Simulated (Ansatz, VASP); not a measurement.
One calculation of Li2Se, two programs

Contents of INCAR:

```
SYSTEM = Li2Se
  PREC = Accurate
  ENCUT = 750
  EDIFF = 1E-6
  ISMEAR = 0
  SIGMA = 0.02
  LREAL = .FALSE.
  LASPH = .TRUE.
  NELM = 120
  ALGO = Normal
  ISIF = 2
  LWAVE = .FALSE.
  LCHARG = .TRUE.
  GGA = PE
  LELF = .TRUE.
  LVHAR = .TRUE.
  NBANDS = 13
  GGA_COMPAT = .FALSE.
```

File KPOINTS:

```
regular mesh
0
G
  8 8 8
  0 0 0
```

Contents of POSCAR:

```
Li2Se
1.0
    0.0000000000      2.9412072914      2.9412072914
    2.9412072914      0.0000000000      2.9412072914
    2.9412072914      2.9412072914      0.0000000000
Li Se
2 1
Direct
    0.2500000000      0.2500000000      0.2500000000
    0.7500000000      0.7500000000      0.7500000000
    0.0000000000      0.0000000000      0.0000000000
```

Input for Ansatz:

```yaml
crystal:
  lattice:
    - [0.0, 2.9412072914, 2.9412072914]
    - [2.9412072914, 0.0, 2.9412072914]
    - [2.9412072914, 2.9412072914, 0.0]
  atoms:
    - { symbol: Li, position: [0.25, 0.25, 0.25] }
    - { symbol: Li, position: [0.75, 0.75, 0.75] }
    - { symbol: Se, position: [0.0, 0.0, 0.0] }
basis:
  ecutwfc: 420
kpoints:
  mp_grid: { grid: [8, 8, 8] }
hamiltonian:
  xc: pbe
scf:
  occupations: { method: gaussian, width: 0.02 }
output:
  forces: true
  stress: true
  eigenvalues: true
  write_density: true
  write_potential: true
  elf: true
  volumetric_format: npy
```

Alike in both runs: task single point; functional PBE; k mesh 8 × 8 × 8; occupations gaussian, width 0.02 eV; no spin polarisation.

|  | VASP | Ansatz |
| --- | --- | --- |
| version | VASP 6.6.1 | Ansatz 0.2.0 |
| potentials or method | VASP PAW PBE potentials, release 64 (Li_sv, Se), cutoff 750 eV | scalar-relativistic, plane waves, PAW |
| valence electrons in the cell | 12 | 22 |

|  | VASP | Ansatz | Ansatz less VASP |
| --- | --- | --- | --- |
| gap on the k mesh at the Fermi level (eV) | 2.92 | 2.93 | +0.007 |
| least direct gap on the mesh (eV) | 3.65 | 3.65 | -0.002 |
| pressure (GPa) | 2.3 | 2.4 | +0.07 |

VASP's potentials hold 12 valence electrons a cell and Ansatz's 22, so a difference there can come from the potentials and not from the codes.
